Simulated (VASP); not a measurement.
# SrTiO3 in VASP: further runs

The runs below take SrTiO3 through single point, with PBEsol.

Program: VASP 6.6.1. These are calculated values, not measurements. Logs are shortened: lines on timing, memory, paths and dates and some standing lists are left out, and cuts for length are marked.

**1. The cell of the first run**

Symmetry: R-3m, No. 166, trigonal system. Conventional cell: a = 5.495 Å, b = 5.495 Å, c = 6.831 Å, α = 90.00°, β = 90.00°, γ = 120.00°. Sr (site symmetry -3m) has 12 O at 2.75 to 2.78 Å and 8 Ti at 3.37 to 3.42 Å within 3.6 Å. Within 2.6 Å of Ti (site symmetry -3m) lie 6 O at 1.95 Å. O (site symmetry 2/m) has 2 Ti at 1.95 Å within 2.6 Å.

**2. Single point, PBEsol (equal xy, yz and zx shear strains of +1 %)**

INCAR

```
ALGO = Normal ; EDIFF = 1E-6
ENCUT = 520 ; GGA = PS
ISIF = 2 ; ISMEAR = -1
LASPH = True ; LCHARG = False
LREAL = False ; LWAVE = False
NBANDS = 28 ; NELM = 60
PREC = Accurate ; SIGMA = 0.05
```

KPOINTS

```
k-points
0
Gamma
  7 7 7
```

POSCAR

```
SrTiO3
1.0
    3.9050000000      0.0195250000      0.0195250000
    0.0195250000      3.9050000000      0.0195250000
    0.0195250000      0.0195250000      3.9050000000
Sr Ti O
1 1 3
Direct
    0.0000000000      0.0000000000      0.0000000000
    0.5000000000      0.5000000000      0.5000000000
    0.0000000000      0.5000000000      0.5000000000
    0.5000000000      0.0000000000      0.5000000000
    0.5000000000      0.5000000000      0.0000000000
```

Potentials or basis: VASP PAW PBE potentials, release 64 (Sr_sv, Ti_sv, O).

Launch:

```sh
> cat potpaw_PBE.64/Sr_sv/POTCAR potpaw_PBE.64/Ti_sv/POTCAR potpaw_PBE.64/O/POTCAR > POTCAR
> mpirun -np 1 vasp_std > vasp.out
```

OUTCAR:

```text
EDIFF = 1E-6
   ENCUT = 520
   GGA = PS
   ISIF = 2
   ISMEAR = -1
   LASPH = True
   LREAL = False
   NELM = 60
   PREC = Accurate

 ion  position               nearest neighbor table
   1  0.000  0.000  0.000-   3 2.75   4 2.75   3 2.75   5 2.75   4 2.75   5 2.75   3 2.78   3 2.78
                             4 2.78   4 2.78   5 2.78   5 2.78   2 3.37   2 3.37   2 3.37   2 3.37
   2  0.500  0.500  0.500-   3 1.95   4 1.95   5 1.95   5 1.95   4 1.95   3 1.95   1 3.37   1 3.37
                             1 3.37   1 3.37   1 3.37   1 3.37   1 3.42   1 3.42
   3  0.000  0.500  0.500-   2 1.95   2 1.95   1 2.75   1 2.75   1 2.78   1 2.78
   4  0.500  0.000  0.500-   2 1.95   2 1.95   1 2.75   1 2.75   1 2.78   1 2.78
   5  0.500  0.500  0.000-   2 1.95   2 1.95   1 2.75   1 2.75   1 2.78   1 2.78

  LATTYP: Found a trigonal (rhomboedric) cell.
 ALAT       =     3.9050976238
 COS(alpha) =     0.0100244988

  Lattice vectors:

 A1 = (   3.9050000000,   0.0195250000,   0.0195250000)
 A2 = (   0.0195250000,   3.9050000000,   0.0195250000)
 A3 = (   0.0195250000,   0.0195250000,   3.9050000000)

Analysis of symmetry for initial positions (statically):
=====================================================================
 Subroutine PRICEL returns:
 Original cell was already a primitive cell.

 Routine SETGRP: Setting up the symmetry group for a
 trigonal (rhombohedral) supercell.

 Subroutine GETGRP returns: Found 12 space group operations
 (whereof 12 operations were pure point group operations)
 out of a pool of 12 trial point group operations.

The static configuration has the point symmetry D_3d.

Analysis of symmetry for dynamics (positions and initial velocities):
=====================================================================
 Subroutine PRICEL returns:
 Original cell was already a primitive cell.

 Routine SETGRP: Setting up the symmetry group for a
 trigonal (rhombohedral) supercell.

 Subroutine GETGRP returns: Found 12 space group operations
 (whereof 12 operations were pure point group operations)
 out of a pool of 12 trial point group operations.

The dynamic configuration has the point symmetry D_3d.

 Subroutine INISYM returns: Found 12 space group operations
 (whereof 12 operations are pure point group operations),
 and found     1 'primitive' translations

----------------------------------------------------------------------------------------

                                     Primitive cell

  volume of cell :      59.5430
[... 91 lines left out ...]
   LSORBIT =      F    spin-orbit coupling
   LASPH  =      T    aspherical Exc in radial PAW
   ENCUT  =  520.0 eV  38.22 Ry    6.18 a.u.   7.26  7.26  7.26*2*pi/ulx,y,z
   NELM   =     60;   NELMIN=  2; NELMDL= -5     # of ELM steps
   EDIFF  = 0.1E-05   stopping-criterion for ELM
   LREAL  =      F    real-space projection
   EDIFFG = 0.1E-04   stopping-criterion for IOM
   NSW    =      0    number of steps for IOM
   IBRION =     -1    ionic relax: 0-MD 1-quasi-New 2-CG
   NFREE  =      0    steps in history (QN), initial steepest desc. (CG)
   ISIF   =      2    stress and relaxation
   ISYM   =      2    0-nonsym 1-usesym 2-fastsym
   POTIM  = 0.5000    time-step for ionic-motion
   TEBEG  =    0.0;   TEEND  =   0.0 temperature during run
   PSTRESS=    0.0 pullay stress
   NELECT =      40.0000    total number of electrons
   NUPDOWN=      -1.0000    fix difference up-down
   EMIN   =  10.00;   EMAX   =-10.00  energy-range for DOS
   EFERMI =   0.00;   METHOD = LEGACY
   ISMEAR =    -1;   SIGMA  =   0.05  broadening in eV -4-tet -1-fermi 0-gaus
   EFERMI_NEDOS =   21; number of points for ismear=-14 and -15
   IALGO  =     38    algorithm
   IMIX   =      4    mixing-type and parameters
     AMIX     =   0.40;   BMIX     =  1.00
     AMIX_MAG =   1.60;   BMIX_MAG =  1.00
  volume/ion in A,a.u.               =      11.91        80.36
  Fermi-wavevector in a.u.,A,eV,Ry     =   1.433787  2.709464 27.970107  2.055745
  Thomas-Fermi vector in A             =   2.553267
   LORBIT       =      0    0 simple, 1 ext, 2 COOP (PROOUT), +10 PAW based schemes
   GGA     = PS    functional components
   LHFCALC =     F    Hartree Fock is set to
   AEXX    =    0.0000 exact exchange contribution
   IVDW    =     0    specifies the selected vdW correction
   LEPSILON=     F    determine dielectric tensor
   LRPA    =     F    only Hartree local field effects (RPA)
 non-spin polarized calculation
  energy-cutoff  :      520.00
  volume of cell :       59.54
 maximum number of plane-waves:      1617
 NGX is ok and might be reduce to    30
   NGX = 15   NGY = 15   NGZ = 15

 number of electron      40.0000006 magnetization

 Free energy of the ion-electron system (eV)
  ---------------------------------------------------
  ext. energy  EPLUGINS =         0.00000000
  ---------------------------------------------------
  free energy    TOTEN  =       -42.00896563 eV

  energy without entropy =      -42.00896563  energy(sigma->0) =      -42.00896563

 E-fermi :   4.9237     XC(G=0): -11.5401

 val. band max:        3.9662112333   @ k =  -0.4286   0.4286   0.4286
 cond. band min:       5.8092573615   @ k =   0.0000   0.0000   0.0000
 fundamental gap:      1.8430461282
 Fermi energy:         4.9237350709

 k-point     1 :       0.0000    0.0000    0.0000
  band No.  band energies     occupation
      1     -52.1748      2.00000
      2     -28.6185      2.00000
      3     -28.5402      2.00000
      4     -28.5402      2.00000
      5     -28.5292      2.00000
      6     -13.3337      2.00000
[... 733 lines left out ...]
     27      12.1329      0.00000
     28      12.3062      0.00000

 [... further k-points ...]
[... 5 lines left out ...]
  --------------------------------------------------------------------------------------
  -------------------------------------------------------------------------------------
  Total       -0.4694146     -0.4694146     -0.4694146     -0.4164902     -0.4164902     -0.4164902
  in kB      -12.6309643    -12.6309643    -12.6309643    -11.2068809    -11.2068809    -11.2068809
  external PRESSURE =     -12.6309643 kB  Pullay stress =       0.0000000 kB

 VOLUME and BASIS-vectors are now :
 -----------------------------------------------------------------------------
  energy-cutoff  :      520.00
  volume of cell :       59.54
      direct lattice vectors                 reciprocal lattice vectors
     3.905000000  0.019525000  0.019525000     0.256094687 -0.001274103 -0.001274103
     0.019525000  3.905000000  0.019525000    -0.001274103  0.256094687 -0.001274103
     0.019525000  0.019525000  3.905000000    -0.001274103 -0.001274103  0.256094687

 POSITION                                       TOTAL-FORCE (eV/Angst)
 -----------------------------------------------------------------------------------
      0.00000      0.00000      0.00000         0.000000     -0.000000      0.000000
      1.97202      1.97202      1.97202        -0.000000      0.000000      0.000000
      0.01953      1.96226      1.96226         0.000000     -0.000000      0.000000
      1.96226      0.01953      1.96226         0.000000      0.000000      0.000000
      1.96226      1.96226      0.01953         0.000000     -0.000000      0.000000
 -----------------------------------------------------------------------------------
    total drift:                                0.000000      0.000000     -0.000000

  FREE ENERGIE OF THE ION-ELECTRON SYSTEM (eV)
  ---------------------------------------------------
  free  energy   TOTEN  =       -42.0089656341 eV

  energy  without entropy=      -42.0089656328  energy(sigma->0) =      -42.00896563
```

stdout:

```text
POSCAR found type information on POSCAR SrTiO
 POSCAR found :  3 types and       5 ions
 scaLAPACK will be used
 -----------------------------------------------------------------------------
|                                                                             |
|                                                                             |
|     You enforced a specific xc type in the INCAR file but a different       |
|     I HOPE YOU KNOW WHAT YOU ARE DOING!                                     |
|                                                                             |
 -----------------------------------------------------------------------------

 LDA part: xc-table for (Slater+PW92), standard interpolation
 POSCAR, INCAR and KPOINTS ok, starting setup
 FFT: planning ... GRIDC
 FFT: planning ... GRID_SOFT
 FFT: planning ... GRID
 WAVECAR not read
 entering main loop
```

Run time: 2.3 min. Hardware: 1 thread of Intel Xeon 8259CL, shared host; peak memory 0.22 GiB.

Results:

* Free energy: -42.0090 eV
* Pressure: -1.3 GPa
* Band gap on the k mesh: 1.84 eV (least direct gap 2.11 eV)

Caveat: the cell differs from its parent crystal (equal xy, yz and zx shear strains of +1 %); the PAW data sets were made with another functional, which shifts forces and pressure a little. A k mesh can miss the band edges.

**3. Single point, PBEsol (equal xy, yz and zx shear strains of +3 %)**

INCAR

```
SYSTEM = SrTiO3
PREC     = Accurate       ! precision mode
ENCUT    = 520            ! plane-wave cutoff, eV
EDIFF    = 1E-6           ! SCF threshold, eV
ISMEAR   = -1             ! smearing method
SIGMA    = 0.05           ! smearing width, eV
LREAL    = .False.        ! projectors in reciprocal space
LASPH    = .True.         ! aspherical terms in the spheres
NELM     = 60             ! most SCF steps
ALGO     = Normal         ! electronic algorithm
ISIF     = 2              ! what is computed and relaxed
LWAVE    = .False.        ! write WAVECAR
LCHARG   = .False.        ! write CHGCAR
GGA      = PS             ! functional
NBANDS   = 28             ! bands
```

KPOINTS

```
Automatic mesh
0
Gamma
  7 7 7
  0 0 0
```

POSCAR: that of step 2 with these lines changed.

```diff
@@ -2,5 +2,5 @@
 1.0
-    3.9050000000      0.0195250000      0.0195250000
-    0.0195250000      3.9050000000      0.0195250000
-    0.0195250000      0.0195250000      3.9050000000
+    3.9050000000      0.0585750000      0.0585750000
+    0.0585750000      3.9050000000      0.0585750000
+    0.0585750000      0.0585750000      3.9050000000
 Sr Ti O
```

Potentials or basis: VASP PAW PBE potentials, release 64 (Sr_sv, Ti_sv, O).

Launch:

```sh
> cat potpaw_PBE.64/Sr_sv/POTCAR potpaw_PBE.64/Ti_sv/POTCAR potpaw_PBE.64/O/POTCAR > POTCAR
> mpirun -np 1 vasp_std > vasp.out
```

Run time: 1.8 min. Hardware: 1 thread of Intel Xeon 8259CL, shared host; peak memory 0.22 GiB.

It converged, with:

| Property | Result |
| --- | --- |
| Free energy | -41.9601 eV |
| Pressure | -1.1 GPa |
| Band gap on the k mesh | 1.77 eV (least direct gap 2.00 eV) |

Stress tensor (GPa, compression positive):
```
-1.08 -3.33 -3.33
-3.33 -1.08 -3.33
-3.33 -3.33 -1.08
```

Levels at points of the mesh, in eV from the valence-band top:
```csv
k point,band 17,band 18,band 19,band 20,band 21,band 22,band 23,band 24
"(0.00, 0.00, 0.00)",-1.03,-0.48,-0.22,-0.22,1.77,1.77,1.92,4.36
```

Caveat: the cell differs from its parent crystal (equal xy, yz and zx shear strains of +3 %); the PAW data sets were made with another functional, which shifts forces and pressure a little. A k mesh can miss the band edges.

**4. Single point, PBEsol (equal xx and yy strain of -3 %)**

INCAR

```
PREC = Accurate
ENCUT = 520
EDIFF = 1E-6
ISMEAR = -1
SIGMA = 0.05
LREAL = F
LASPH = T
NELM = 60
ALGO = Normal
ISIF = 2
LWAVE = F
LCHARG = T
GGA = PS
LELF = T
LVHAR = T
NBANDS = 28
```

KPOINTS

```
regular mesh
0
Gamma
  7 7 7
```

POSCAR: that of step 3 with these lines changed.

```diff
@@ -2,5 +2,5 @@
 1.0
-    3.9050000000      0.0585750000      0.0585750000
-    0.0585750000      3.9050000000      0.0585750000
-    0.0585750000      0.0585750000      3.9050000000
+    3.7878500000      0.0000000000      0.0000000000
+    0.0000000000      3.7878500000      0.0000000000
+    0.0000000000      0.0000000000      3.9050000000
 Sr Ti O
```

Launch:

```sh
> cat potpaw_PBE.64/Sr_sv/POTCAR potpaw_PBE.64/Ti_sv/POTCAR potpaw_PBE.64/O/POTCAR > POTCAR
> mpirun -np 1 vasp_std > vasp.out
```

It took 1.9 min on 1 thread of Intel Xeon 8259CL, shared host; peak memory 0.2 GiB.

The run converged. Its results:

* Free energy: -41.8758 eV
* Pressure: 11.5 GPa
* Band gap on the k mesh: 1.94 eV (least direct gap 2.18 eV)

Stress tensor (GPa, compression positive):
```
14.57  0.00  0.00
 0.00 14.57  0.00
 0.00  0.00  5.44
```

Levels at points of the mesh, in eV from the valence-band top:
```tsv
k point	band 18	band 19	band 20	band 21	band 22	band 23
(0.00, 0.00, 0.00)	-0.29	-0.24	-0.24	1.94	1.94	2.00
```

Caveat: the cell differs from its parent crystal (equal xx and yy strain of -3 %); the stress differs along the axes, from 5 to 15 GPa; the PAW data sets were made with another functional, which shifts forces and pressure a little.

**5. Single point, PBEsol (equal xx and yy strain of -2 %)**

INCAR

```
PREC = Accurate
ENCUT = 520
EDIFF = 1E-7
ISMEAR = -1
SIGMA = 0.05
LREAL = False
LASPH = True
NELM = 80
ALGO = Normal
ISIF = 2
LWAVE = False
LCHARG = True
GGA = PS
LELF = True
LVHAR = True
NBANDS = 28
```

KPOINTS is that of step 4.

POSCAR: that of step 4 with these lines changed.

```diff
@@ -2,4 +2,4 @@
 1.0
-    3.7878500000      0.0000000000      0.0000000000
-    0.0000000000      3.7878500000      0.0000000000
+    3.8269000000      0.0000000000      0.0000000000
+    0.0000000000      3.8269000000      0.0000000000
     0.0000000000      0.0000000000      3.9050000000
```

Potentials or basis: VASP PAW PBE potentials, release 64 (Sr_sv, Ti_sv, O).

Launch:

```sh
> cat potpaw_PBE.64/Sr_sv/POTCAR potpaw_PBE.64/Ti_sv/POTCAR potpaw_PBE.64/O/POTCAR > POTCAR
> mpirun -np 1 vasp_std > vasp.out
```

OUTCAR:

```text
PREC = Accurate
   ENCUT = 520
   EDIFF = 1E-7
   ISMEAR = -1
   LREAL = False
   LASPH = True
   NELM = 80
   ISIF = 2
   GGA = PS

 ion  position               nearest neighbor table
   1  0.000  0.000  0.000-   5 2.71   5 2.71   5 2.71   5 2.71   4 2.73   3 2.73   4 2.73   3 2.73
                             4 2.73   3 2.73   4 2.73   3 2.73   2 3.34   2 3.34   2 3.34   2 3.34
   2  0.500  0.500  0.500-   3 1.91   4 1.91   4 1.91   3 1.91   5 1.95   5 1.95   1 3.34   1 3.34
                             1 3.34   1 3.34   1 3.34   1 3.34   1 3.34   1 3.34
   3  0.000  0.500  0.500-   2 1.91   2 1.91   1 2.73   1 2.73   1 2.73   1 2.73
   4  0.500  0.000  0.500-   2 1.91   2 1.91   1 2.73   1 2.73   1 2.73   1 2.73
[... 950 lines left out ...]
  Total        3.0834787      3.0834787      1.0814591      0.0000000      0.0000000      0.0000000
  in kB       86.3845873     86.3845873     30.2974050      0.0000000      0.0000000      0.0000000
  external PRESSURE =      67.6888599 kB  Pullay stress =       0.0000000 kB

 VOLUME and BASIS-vectors are now :
 -----------------------------------------------------------------------------
  energy-cutoff  :      520.00
  volume of cell :       57.19
      direct lattice vectors                 reciprocal lattice vectors
     3.826900000  0.000000000  0.000000000     0.261308108  0.000000000  0.000000000
     0.000000000  3.826900000  0.000000000     0.000000000  0.261308108  0.000000000
     0.000000000  0.000000000  3.905000000     0.000000000  0.000000000  0.256081946

 POSITION                                       TOTAL-FORCE (eV/Angst)
 -----------------------------------------------------------------------------------
      0.00000      0.00000      0.00000         0.000000      0.000000      0.000000
      1.91345      1.91345      1.95250         0.000000      0.000000      0.000000
      0.00000      1.91345      1.95250         0.000000      0.000000      0.000000
      1.91345      0.00000      1.95250         0.000000      0.000000      0.000000
      1.91345      1.91345      0.00000         0.000000      0.000000      0.000000
 -----------------------------------------------------------------------------------
    total drift:                                0.000000      0.000000      0.000000

  FREE ENERGIE OF THE ION-ELECTRON SYSTEM (eV)
  ---------------------------------------------------
  free  energy   TOTEN  =       -41.9610702948 eV

  energy  without entropy=      -41.9610702942  energy(sigma->0) =      -41.96107029
```

Wall time 3 min (1 thread of Intel Xeon 8259CL, shared host); peak memory 0.21 GiB.

Results:

```
Free energy            : -41.9611 eV
Pressure               : 6.8 GPa
Band gap on the k mesh : 1.92 eV (least direct gap 2.18 eV)
```

Stress tensor (GPa, compression positive):
```
8.64 0.00 0.00
0.00 8.64 0.00
0.00 0.00 3.03
```

Levels at points of the mesh, in eV from the valence-band top:
```
           k point  band 18  band 19  band 20  band 21  band 22  band 23
(0.00, 0.00, 0.00)    -0.28    -0.26    -0.26     1.92     1.92     1.96
```

Caveat: the cell differs from its parent crystal (equal xx and yy strain of -2 %); the stress differs along the axes, from 3 to 9 GPa; the PAW data sets were made with another functional, which shifts forces and pressure a little. A k mesh can miss the band edges.

(Continued in part 2 of 2.)
